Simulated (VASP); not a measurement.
SnO, 4 atoms in the cell. It takes space group P4/nmm (No. 129, tetragonal). Conventional cell: a = 3.856 Å, b = 3.856 Å, c = 5.050 Å, α = 90.00°, β = 90.00°, γ = 90.00°. Sn (site symmetry 4mm) has 4 O at 2.25 Å within 3.0 Å. Within 3.0 Å of O (site symmetry -4m2) lie 4 Sn at 2.25 Å and 4 O at 2.73 Å. 

- Program: VASP 6.6.1
- Task: relaxation of cell and atoms
- Functional: PBE
- Potentials or basis: VASP PAW PBE potentials, release 64 (Sn_d, O)
- Cutoff: 600 eV
- k mesh: 10 × 10 × 8
- Occupations: gaussian, width 0.02 eV
- Spin: no spin polarisation
- Target pressure: 1 GPa
- Dipole correction: no
- Further INCAR settings: ALGO = Normal; EDIFF = 1e-07; IBRION = 2; EDIFFG = -0.008; NSW = 70; ISIF = 3

Potentials or basis: VASP PAW PBE potentials, release 64 (Sn_d, O).

Command:

```console
$ cat potpaw_PBE.64/Sn_d/POTCAR potpaw_PBE.64/O/POTCAR > POTCAR
$ mpirun -np 1 vasp_std > vasp.out
```

Hardware: 1 thread of Intel(R) Xeon(R) 6975P-C (Granite Rapids) (shared host).

Task: How long does it take, and how much memory?

Result: It took 10 min on 1 thread of Intel(R) Xeon(R) 6975P-C (Granite Rapids) (shared host), peak memory 0.34 GiB. Counts: scf iterations 113, k points 105, ion steps 13.
